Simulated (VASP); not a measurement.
The system is CuAu.

```xyz
2
Lattice="2.8107 0.0000 0.0000 0.0000 2.8107 0.0000 0.0000 0.0000 3.6850" Properties=species:S:1:pos:R:3 pbc="T T T"
Au    0.0000    0.0000    0.0000
Cu    1.4054    1.4054    1.8425
```

- Program: VASP 6.6.1
- Task: relaxation of cell and atoms
- Functional: PBEsol
- Potentials or basis: VASP PAW PBE potentials, release 64 (Au, Cu)
- Cutoff: 600 eV
- k mesh: 9 × 9 × 7
- Occupations: fermi-dirac, width 0.05 eV
- Spin: no spin polarisation

At the start: pressure -3.8 GPa; volume 14.56 Å³/atom.

Question: How do energy, volume and symmetry change on relaxing?

Answer: Over 6 steps the energy falls by 4.3 meV/atom and the volume is 14.22 Å³/atom (-2.3 %); space group P4/mmm (No. 123, to 0.1 Å) before and after.

The path:
| step | energy change (eV) | largest force (eV/Å) | pressure (GPa) | volume (Å³) |
| --- | --- | --- | --- | --- |
| 1 | 0.0000 | 0.0000 | -3.83 | 29.11 |
| 2 | 0.0032 | 0.0000 | 4.99 | 27.67 |
| 3 | -0.0083 | 0.0000 | 0.05 | 28.44 |
| 4 | -0.0083 | 0.0000 | -0.07 | 28.45 |
| 5 | -0.0084 | 0.0000 | -0.09 | 28.45 |
| 6 | -0.0085 | 0.0000 | -0.02 | 28.44 |

Final structure:
```
Au Cu
1.0
     2.79636    0.00000    0.00000
     0.00000    2.79636    0.00000
     0.00000    0.00000    3.63695
Au Cu
1 1
Cartesian
  0.0000 0.0000 0.0000
  1.3982 1.3982 1.8185
```

Caveat: the PAW data sets were made with another functional, which shifts forces and pressure a little.
